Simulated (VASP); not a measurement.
Input of a VASP 6.6.1 run:

INCAR

```
SYSTEM = BeS
PREC = Accurate
ENCUT = 520
EDIFF = 1E-6
ISMEAR = 0
SIGMA = 0.01
LREAL = .FALSE.
LASPH = .TRUE.
NELM = 80
ALGO = Normal
ISIF = 2
LWAVE = .FALSE.
LCHARG = .FALSE.
GGA = PE
NBANDS = 11
```

The input KPOINTS:

```
regular mesh
0
G
  8 8 8
  0 0 0
```

Contents of POSCAR:

```
BeS
1.0
    0.0000000000      2.4250000000      2.4250000000
    2.4250000000      0.0000000000      2.4250000000
    2.4250000000      2.4250000000      0.0000000000
Be S
1 1
Direct
    0.0000000000      0.0000000000      0.0000000000
    0.2500000000      0.2500000000      0.2500000000
```

Potentials or basis: VASP PAW PBE potentials, release 64 (Be, S).

Command:

```bash
$ cat potpaw_PBE.64/Be/POTCAR potpaw_PBE.64/S/POTCAR > POTCAR
$ mpirun -np 1 vasp_std > vasp.out
```

Question: What does it give for the band gap on the k mesh?

Answer: 3.11 eV, indirect (least direct gap 5.67 eV).

Question: What does it give for the pressure?

Answer: 1.6 GPa.

A k mesh can miss the band edges. As with any semilocal functional, this PBE gap is likely too small.
